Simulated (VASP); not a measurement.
# Pt (P6_3/mmc) in VASP: further runs

Pt is run at these levels: LDA; tasks: single point.

All numbers are computed with VASP 6.6.1; they aren't measurements. Logs are shortened: lines on timing, memory, paths and dates and some standing lists are left out, and cuts for length are marked.

**1. The cell of the first run**

The structure is hexagonal, space group P6_3/mmc (No. 194). The conventional cell has a = 2.761 Å, b = 2.761 Å, c = 4.792 Å, α = 90.00°, β = 90.00°, γ = 120.00°. Within 3.6 Å of Pt (site symmetry -6m2) lie 12 Pt at 2.76 to 2.88 Å.

**2. Single point, LDA**

INCAR reads:

```
SYSTEM = Pt
PREC = Accurate
ENCUT = 500
EDIFF = 1E-6
ISMEAR = 1
SIGMA = 0.02
LREAL = .False.
LASPH = .True.
NELM = 120
ALGO = Normal
ISIF = 2
LWAVE = .False.
LCHARG = .True.
LELF = .True.
LVHAR = .True.
NBANDS = 17
GGA_COMPAT = .False.
```

KPOINTS reads:

```
Automatic mesh
0
Gamma
  7 7 4
  0 0 0
```

POSCAR reads:

```
Pt
1.0
    2.7606656200      0.0000000000      0.0000000000
   -1.3803328100      2.3908065500      0.0000000000
    0.0000000000      0.0000000000      4.7921340000
Pt
2
Direct
    0.6666666700      0.3333333300      0.7500000000
    0.3333333300      0.6666666700      0.2500000000
```

Potentials or basis: VASP PAW LDA potentials, release 64 (Pt).

Started as:

```sh
> cat potpaw_LDA.64/Pt/POTCAR > POTCAR
> mpirun -np 1 vasp_std > vasp.out
```

OUTCAR:

```text
SYSTEM = Pt
   PREC = Accurate
   ENCUT = 500
   EDIFF = 1E-6
   ISMEAR = 1
   LREAL = .False.
   LASPH = .True.
   NELM = 120
   ISIF = 2

 ion  position               nearest neighbor table
   1  0.667  0.333  0.750-   2 2.88   2 2.88   2 2.88   2 2.88   2 2.88   2 2.88
   2  0.333  0.667  0.250-   1 2.88   1 2.88   1 2.88   1 2.88   1 2.88   1 2.88

  LATTYP: Found a hexagonal cell.
 ALAT       =     2.7606656200
 C/A-ratio  =     1.7358618028

  Lattice vectors:

 A1 = (   2.7606656200,   0.0000000000,   0.0000000000)
 A2 = (  -1.3803328100,   2.3908065500,   0.0000000000)
 A3 = (   0.0000000000,   0.0000000000,   4.7921340000)

Analysis of symmetry for initial positions (statically):
=====================================================================
 Subroutine PRICEL returns:
 Original cell was already a primitive cell.

 Routine SETGRP: Setting up the symmetry group for a
 hexagonal supercell.

 Subroutine GETGRP returns: Found 24 space group operations
 (whereof 12 operations were pure point group operations)
 out of a pool of 24 trial point group operations.

The static configuration has the point symmetry D_3d.
 The point group associated with its full space group is D_6h.

Analysis of symmetry for dynamics (positions and initial velocities):
=====================================================================
 Subroutine PRICEL returns:
 Original cell was already a primitive cell.

 Routine SETGRP: Setting up the symmetry group for a
 hexagonal supercell.

 Subroutine GETGRP returns: Found 24 space group operations
 (whereof 12 operations were pure point group operations)
 out of a pool of 24 trial point group operations.

The dynamic configuration has the point symmetry D_3d.
 The point group associated with its full space group is D_6h.

 Subroutine INISYM returns: Found 24 space group operations
 (whereof 12 operations are pure point group operations),
 and found     1 'primitive' translations

----------------------------------------------------------------------------------------

                                     Primitive cell

  volume of cell :      31.6291

  direct lattice vectors                    reciprocal lattice vectors
     2.760665620  0.000000000  0.000000000     0.362231482  0.209134445  0.000000000
    -1.380332810  2.390806550  0.000000000     0.000000000  0.418268889  0.000000000
     0.000000000  0.000000000  4.792134000     0.000000000  0.000000000  0.208675300

  length of vectors
     2.760665620  2.760665613  4.792134000     0.418268888  0.418268889  0.208675300

  position of ions in fractional coordinates (direct lattice)
     0.666666670  0.333333330  0.750000000
     0.333333330  0.666666670  0.250000000

  ion indices of the primitive-cell ions
   primitive index   ion index
                 1           1
                 2           2

----------------------------------------------------------------------------------------

 KPOINTS: Automatic mesh

Automatic generation of k-mesh.
 Grid dimensions read from file:
 generate k-points for:    7    7    4

 Generating k-lattice:

  Cartesian coordinates                     Fractional coordinates (reciprocal lattice)
     0.051747355  0.029876349  0.000000000     0.142857143  0.000000000  0.000000000
     0.000000000  0.059752698  0.000000000     0.000000000  0.142857143  0.000000000
     0.000000000  0.000000000  0.052168825     0.000000000  0.000000000  0.250000000

  Length of vectors
     0.059752698  0.059752698  0.052168825

  Shift w.r.t. Gamma in fractional coordinates (k-lattice)
     0.000000000  0.000000000  0.000000000

 Subroutine IBZKPT returns following result:
 ===========================================

 Found     24 irreducible k-points:

 Following reciprocal coordinates:
            Coordinates               Weight
  0.000000  0.000000  0.000000      1.000000
  0.142857 -0.000000  0.000000      6.000000
  0.285714 -0.000000  0.000000      6.000000
  0.428571 -0.000000  0.000000      6.000000
  0.142857  0.142857  0.000000      6.000000
  0.285714  0.142857  0.000000     12.000000
[... 16 lines left out ...]
  0.428571  0.142857  0.500000      6.000000
  0.285714  0.285714  0.500000      6.000000
   k-points           NKPTS =     24   k-points in BZ     NKDIM =     24   number of bands    NBANDS=     17
   number of dos      NEDOS =    301   number of ions     NIONS =      2
   total plane-waves  NPLWV =  14400
   dimension x,y,z NGX =    20 NGY =   20 NGZ =   36
   dimension x,y,z NGXF=    40 NGYF=   40 NGZF=   72
   ions per type =               2
   NGX,Y,Z   is equivalent  to a cutoff of  12.04, 12.04, 12.49 a.u.
   NGXF,Y,Z  is equivalent  to a cutoff of  24.09, 24.09, 24.98 a.u.
 SYSTEM =  Pt
   PREC   = accura    normal or accurate (medium, high low for compatibility)
   ISTART =      0    job   : 0-new  1-cont  2-samecut
   ICHARG =      2    charge: 1-file 2-atom 10-const
   ISPIN  =      1    spin polarized calculation?
   LNONCOLLINEAR =      F non collinear calculations
   LSORBIT =      F    spin-orbit coupling
   LASPH  =      T    aspherical Exc in radial PAW
   ENCUT  =  500.0 eV  36.75 Ry    6.06 a.u.   5.03  5.03  8.74*2*pi/ulx,y,z
   NELM   =    120;   NELMIN=  2; NELMDL= -5     # of ELM steps
   EDIFF  = 0.1E-05   stopping-criterion for ELM
   LREAL  =      F    real-space projection
   EDIFFG = 0.1E-04   stopping-criterion for IOM
   NSW    =      0    number of steps for IOM
   IBRION =     -1    ionic relax: 0-MD 1-quasi-New 2-CG
   NFREE  =      0    steps in history (QN), initial steepest desc. (CG)
   ISIF   =      2    stress and relaxation
   ISYM   =      2    0-nonsym 1-usesym 2-fastsym
   POTIM  = 0.5000    time-step for ionic-motion
   TEBEG  =    0.0;   TEEND  =   0.0 temperature during run
   PSTRESS=    0.0 pullay stress
   NELECT =      20.0000    total number of electrons
   NUPDOWN=      -1.0000    fix difference up-down
   EMIN   =  10.00;   EMAX   =-10.00  energy-range for DOS
   EFERMI =   0.00;   METHOD = LEGACY
   ISMEAR =     1;   SIGMA  =   0.02  broadening in eV -4-tet -1-fermi 0-gaus
   EFERMI_NEDOS =   21; number of points for ismear=-14 and -15
   IALGO  =     38    algorithm
   IMIX   =      4    mixing-type and parameters
     AMIX     =   0.40;   BMIX     =  1.00
     AMIX_MAG =   1.60;   BMIX_MAG =  1.00
  volume/ion in A,a.u.               =      15.81       106.72
  Fermi-wavevector in a.u.,A,eV,Ry     =   1.405149  2.655347 26.863944  1.974444
  Thomas-Fermi vector in A             =   2.527639
   LORBIT       =      0    0 simple, 1 ext, 2 COOP (PROOUT), +10 PAW based schemes
   GGA     = CA    functional components
   LHFCALC =     F    Hartree Fock is set to
   AEXX    =    0.0000 exact exchange contribution
   IVDW    =     0    specifies the selected vdW correction
   LEPSILON=     F    determine dielectric tensor
   LRPA    =     F    only Hartree local field effects (RPA)
 non-spin polarized calculation
 Methfessel and Paxton  Order N= 1 SIGMA  =   0.02
  energy-cutoff  :      500.00
  volume of cell :       31.63
 maximum number of plane-waves:       825
   NGX = 11   NGY = 11   NGZ = 17

 number of electron      19.9999999 magnetization

 Free energy of the ion-electron system (eV)
  ---------------------------------------------------
  ext. energy  EPLUGINS =         0.00000000
  ---------------------------------------------------
  free energy    TOTEN  =       -14.74067246 eV

  energy without entropy =      -14.74095905  energy(sigma->0) =      -14.74076799

 E-fermi :  10.2417     XC(G=0): -13.4088

 val. band max:       10.2416141318   @ k =   0.2857  -0.0000   0.0000
 cond. band min:      10.2522050778   @ k =   0.4286  -0.0000   0.2500
 fundamental gap:      0.0105909460
 Fermi energy:        10.2417489436

 k-point     1 :       0.0000    0.0000    0.0000
  band No.  band energies     occupation
      1       0.5031      2.00000
      2       3.1127      2.00000
      3       6.2914      2.00000
      4       6.7235      2.00000
      5       6.7235      2.00000
      6       7.0858      2.00000
[... 9 lines left out ...]
     16      27.4263      0.00000
     17      31.2197      0.00000

 k-point     2 :       0.1429   -0.0000    0.0000
  band No.  band energies     occupation
      1       1.2226      2.00000
      2       3.7434      2.00000
      3       6.0719      2.00000
      4       6.6782      2.00000
      5       7.0228      2.00000
      6       7.2626      2.00000
[... 9 lines left out ...]
     16      27.6897      0.00000
     17      28.6990      0.00000

 k-point     3 :       0.2857   -0.0000    0.0000
  band No.  band energies     occupation
      1       2.8892      2.00000
      2       4.3122      2.00000
      3       5.5787      2.00000
      4       6.1868      2.00000
      5       6.4810      2.00000
      6       7.4688      2.00000
[... 9 lines left out ...]
     16      25.7376      0.00000
     17      27.6238      0.00000

 k-point     4 :       0.4286   -0.0000    0.0000
  band No.  band energies     occupation
      1       3.7297      2.00000
      2       3.8982      2.00000
      3       4.6922      2.00000
      4       6.9599      2.00000
      5       6.9917      2.00000
      6       7.1888      2.00000
[... 9 lines left out ...]
     16      22.6014      0.00000
     17      23.8872      0.00000

 k-point     5 :       0.1429    0.1429    0.0000
  band No.  band energies     occupation
      1       2.4973      2.00000
      2       4.6792      2.00000
      3       5.5647      2.00000
      4       6.0620      2.00000
      5       6.4242      2.00000
      6       7.2158      2.00000
[... 9 lines left out ...]
     16      26.9999      0.00000
     17      28.2518      0.00000

 k-point     6 :       0.2857    0.1429    0.0000
  band No.  band energies     occupation
      1       4.0743      2.00000
      2       4.5951      2.00000
      3       5.0590      2.00000
      4       6.0578      2.00000
      5       6.7458      2.00000
      6       6.8784      2.00000
[... 9 lines left out ...]
     16      25.1333      0.00000
     17      25.1919      0.00000

 k-point     7 :       0.4286    0.1429    0.0000
  band No.  band energies     occupation
      1       4.2834      2.00000
      2       4.3746      2.00000
      3       4.6935      2.00000
      4       6.8580      2.00000
      5       6.8782      2.00000
      6       7.0438      2.00000
[... 9 lines left out ...]
     16      21.7624      0.00000
     17      24.0366      0.00000

 k-point     8 :       0.2857    0.2857    0.0000
  band No.  band energies     occupation
      1       4.8769      2.00000
      2       5.1203      2.00000
      3       5.4602      2.00000
      4       5.8338      2.00000
      5       6.5013      2.00000
      6       6.8994      2.00000
[... 9 lines left out ...]
     16      23.1843      0.00000
     17      24.3399      0.00000
[... 203 lines left out ...]
      1       3.8507      2.00000
      2       3.8507      2.00000
      3       5.4433      2.00000
      4       5.4433      2.00000
      5       7.0487      2.00000
      6       7.0487      2.00000
[... 9 lines left out ...]
     16      24.4989      0.00000
     17      28.4565      0.00000

 k-point    20 :       0.4286   -0.0000    0.5000
  band No.  band energies     occupation
      1       3.7147      2.00000
      2       3.7147      2.00000
      3       5.0818      2.00000
      4       5.0818      2.00000
      5       8.4572      2.00000
      6       8.4572      2.00000
[... 9 lines left out ...]
     16      24.2992      0.00000
     17      26.1217      0.00000

 k-point    21 :       0.1429    0.1429    0.5000
  band No.  band energies     occupation
      1       3.9031      2.00000
      2       3.9031      2.00000
      3       5.6175      2.00000
      4       5.6175      2.00000
      5       6.2356      2.00000
      6       6.2356      2.00000
[... 9 lines left out ...]
     16      25.4265      0.00000
     17      26.2228      0.00000

 k-point    22 :       0.2857    0.1429    0.5000
  band No.  band energies     occupation
      1       4.2850      2.00000
      2       4.2850      2.00000
      3       5.4419      2.00000
      4       5.4419      2.00000
      5       7.0594      2.00000
      6       7.0594      2.00000
[... 9 lines left out ...]
     16      23.7865      0.00000
     17      25.0681      0.00000

 k-point    23 :       0.4286    0.1429    0.5000
  band No.  band energies     occupation
      1       4.1553      2.00000
      2       4.1553      2.00000
      3       5.2917      2.00000
      4       5.2917      2.00000
      5       7.5230      2.00000
      6       7.5230      2.00000
[... 9 lines left out ...]
     16      22.9736      0.00000
     17      25.1962      0.00000

 k-point    24 :       0.2857    0.2857    0.5000
  band No.  band energies     occupation
      1       4.9101      2.00000
      2       4.9101      2.00000
      3       5.8009      2.00000
      4       5.8009      2.00000
      5       6.5695      2.00000
      6       6.5695      2.00000
[... 9 lines left out ...]
     16      20.2147      0.00000
     17      26.5723      0.00000

------------------------ aborting loop because EDIFF is reached ----------------------------------------

  FORCE on cell =-STRESS in cart. coord.  units (eV):
  Direction    XX          YY          ZZ          XY          YZ          ZX
  --------------------------------------------------------------------------------------
  -------------------------------------------------------------------------------------
  Total       -3.4306368     -3.4306367     -2.1057928     -0.0000000      0.0000000      0.0000000
  in kB     -173.7793315   -173.7793303   -106.6691956     -0.0000000      0.0000000      0.0000000
  external PRESSURE =    -151.4092858 kB  Pullay stress =       0.0000000 kB

 VOLUME and BASIS-vectors are now :
 -----------------------------------------------------------------------------
  energy-cutoff  :      500.00
  volume of cell :       31.63
      direct lattice vectors                 reciprocal lattice vectors
     2.760665620  0.000000000  0.000000000     0.362231482  0.209134445  0.000000000
    -1.380332810  2.390806550  0.000000000     0.000000000  0.418268889  0.000000000
     0.000000000  0.000000000  4.792134000     0.000000000  0.000000000  0.208675300

 POSITION                                       TOTAL-FORCE (eV/Angst)
 -----------------------------------------------------------------------------------
      1.38033      0.79694      3.59410         0.000000     -0.000000      0.000000
     -0.00000      1.59387      1.19803        -0.000000      0.000000      0.000000
 -----------------------------------------------------------------------------------
    total drift:                               -0.000001      0.000001     -0.000000

  FREE ENERGIE OF THE ION-ELECTRON SYSTEM (eV)
  ---------------------------------------------------
  free  energy   TOTEN  =       -14.7406724563 eV

  energy  without entropy=      -14.7409590486  energy(sigma->0) =      -14.74076799
```

It took 8.3 s on 1 thread of Intel Xeon 6975P-C, shared host; peak memory 0.13 GiB.

Results:

```
Free energy            : -14.7407 eV
Pressure               : -15.1 GPa
Band gap on the k mesh : zero (band 10 reaches 10.43 eV, above the bottom of band 11 at 9.45 eV)
```

Caveat: the k points lie up to 0.38 Å⁻¹ apart; spin-orbit coupling is left out, which moves the levels of the heavy elements.

**3. Single point, LDA, non-collinear spin, zero start, spin-orbit coupling**

INCAR reads:

```
  ALGO = Normal
  EDIFF = 1E-6
  ENCUT = 500
  GGA_COMPAT = F
  ISIF = 2
  ISMEAR = 1
  LASPH = T
  LCHARG = T
  LMAXMIX = 4
  LORBIT = 11
  LORBMOM = T
  LREAL = F
  LSORBIT = T
  LVHAR = T
  LWAVE = F
  MAGMOM = 0 0 0 0 0 0
  NBANDS = 32
  NELM = 200
  PREC = Accurate
  SIGMA = 0.02
```

KPOINTS reads:

```
k-points
0
Gamma
  7 7 4
```

POSCAR is that of step 2.

Potentials or basis: VASP PAW LDA potentials, release 64 (Pt).

Started as:

```sh
> cat potpaw_LDA.64/Pt/POTCAR > POTCAR
> mpirun -np 1 vasp_ncl > vasp.out
```

Run time: 39 s. Hardware: 1 thread of Intel Xeon 6975P-C, shared host; peak memory 0.19 GiB.

Results (log left out):

- Free energy: -15.5323 eV
- Pressure: -14.1 GPa
- Net moment: 0.00 μB per cell
- Valence electrons inside the program's atomic spheres: Pt 9.19

Stress tensor (GPa, compression positive):
```
-15.08   0.00   0.00
  0.00 -15.08   0.00
  0.00   0.00 -12.22
```

Moments on the atoms (μB; x, y, z):
```
Pt  0.00 0.00 0.00
Pt  0.00 0.00 0.00
```

Caveat: the k points lie up to 0.38 Å⁻¹ apart.
